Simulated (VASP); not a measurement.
Wanted: the native input for a VASP 6.6.1 run.

```yaml
Task: single point
Functional: PBEsol
Potentials_or_basis: VASP PAW PBE potentials, release 64 (Ti_sv, Si)
Cutoff: 520 eV
k_mesh: 14 × 12 × 14
Occupations: gaussian, width 0.1 eV
Spin: no spin polarisation
Dipole_correction: no
Further_INCAR_settings: ALGO = Normal; EDIFF = 1e-06; NBANDS = 24
```

The structure of TiSi lies in POSCAR:

```
TiSi
1.0
    3.5467798269      0.0000000000      0.0000000000
    0.0000000000      4.0807547447      0.0000000000
    0.0000000000      0.0000000000      3.8377067158
Ti Si
2 2
Direct
    0.0000000000      0.5000000000      0.0000000000
    0.5000000000      0.0000000000      0.0000000000
    0.0000000000      0.0000000000      0.5000000000
    0.5000000000      0.5000000000      0.5000000000
```

This cell differs from its parent crystal: biaxial strain in the a-b plane: -1.5 %, then relaxed in part.

These files were run (other wordings do the same):

INCAR

```
SYSTEM = TiSi
PREC = Accurate ; ENCUT = 520
EDIFF = 1E-6 ; ISMEAR = 0
SIGMA = 0.1 ; LREAL = .FALSE.
LASPH = .TRUE. ; NELM = 100
ALGO = Normal ; ISIF = 2
LWAVE = .FALSE. ; LCHARG = .FALSE.
GGA = PS ; NBANDS = 24
```

KPOINTS

```
regular mesh
0
G
  14 12 14
  0 0 0
```

Potentials or basis: VASP PAW PBE potentials, release 64 (Ti_sv, Si).

Run with:

```console
$ cat potpaw_PBE.64/Ti_sv/POTCAR potpaw_PBE.64/Si/POTCAR > POTCAR
$ mpirun -np 1 vasp_std > vasp.out
```

Results of the run:

```
Pressure               : 2.2 GPa
Band gap on the k mesh : zero (bands 16 and 17 overlap by 1.94 eV)
```

Caveat: the cell differs from its parent crystal (biaxial strain in the a-b plane: -1.5 %, then relaxed in part); the PAW data sets were made with another functional, which shifts forces and pressure a little.

It took 3 min on 1 thread of Intel(R) Xeon(R) 6975P-C (Granite Rapids), with other jobs on the host, peak memory 0.56 GiB.
